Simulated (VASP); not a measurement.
Wanted: the native input for a VASP 6.6.1 run.

* Task: single point
* Functional: r2SCAN
* Potentials or basis: VASP PAW PBE potentials, release 64 (Si, O)
* Cutoff: 520 eV
* k mesh: 6 × 6 × 8
* Occupations: fermi-dirac, width 0.02 eV
* Spin: no spin polarisation
* Dipole correction: no
* Further INCAR settings: ALGO = Normal; EDIFF = 1e-07; NBANDS = 25

The system is SiO2.

```xyz
6
Lattice="4.1852 0.0000 0.0000 0.0000 4.1852 0.0000 0.0000 0.0000 2.6688" Properties=species:S:1:pos:R:3 pbc="T T T"
Si    0.0000    0.0000    0.0000
Si    2.0926    2.0926    1.3344
O     1.2811    1.2811    0.0000
O     0.8115    3.3737    1.3344
O     2.9041    2.9041    0.0000
O     3.3737    0.8115    1.3344
```

The input as run:

POSCAR

```
SiO2
1.0
    4.1851894797      0.0000000000      0.0000000000
    0.0000000000      4.1851894797      0.0000000000
    0.0000000000      0.0000000000      2.6688395709
Si O
2 4
Direct
    0.0000000000      0.0000000000      0.0000000000
    0.5000000000      0.5000000000      0.5000000000
    0.3061010388      0.3061010388      0.0000000000
    0.1938989612      0.8061010388      0.5000000000
    0.6938989612      0.6938989612      0.0000000000
    0.8061010388      0.1938989612      0.5000000000
```

INCAR.step1

```
  ALGO = Normal
  EDIFF = 1E-4
  ENCUT = 520
  GGA = PE
  ISMEAR = -1
  LASPH = T
  LCHARG = F
  LREAL = F
  LWAVE = T
  NBANDS = 25
  NELM = 80
  PREC = Accurate
  SIGMA = 0.02
```

INCAR.step2

```
  ALGO = Normal
  EDIFF = 1E-7
  ENCUT = 520
  ISIF = 2
  ISMEAR = -1
  ISTART = 1
  LASPH = T
  LCHARG = F
  LMIXTAU = T
  LREAL = F
  LWAVE = F
  METAGGA = R2SCAN
  NBANDS = 25
  NELM = 80
  PREC = Accurate
  SIGMA = 0.02
```

KPOINTS

```
k-points
0
Gamma
  6 6 8
```

Potentials or basis: VASP PAW PBE potentials, release 64 (Si, O).

Launch:

```console
$ cat potpaw_PBE.64/Si/POTCAR potpaw_PBE.64/O/POTCAR > POTCAR
$ cp INCAR.step1 INCAR
$ mpirun -np 1 vasp_std > vasp.out
$ cp INCAR.step2 INCAR
$ mpirun -np 1 vasp_std > vasp.out
```

Results of the run:

| Quantity | Value |
| --- | --- |
| Pressure | 0.4 GPa |
| Largest force | 0.021 eV/Å |
| Band gap on the k mesh | 6.51 eV |

Caveat: the PAW data sets were made with another functional, which shifts forces and pressure a little.

It took 2.5 min on 1 thread of Intel Xeon 8259CL (shared host), peak memory 0.18 GiB.
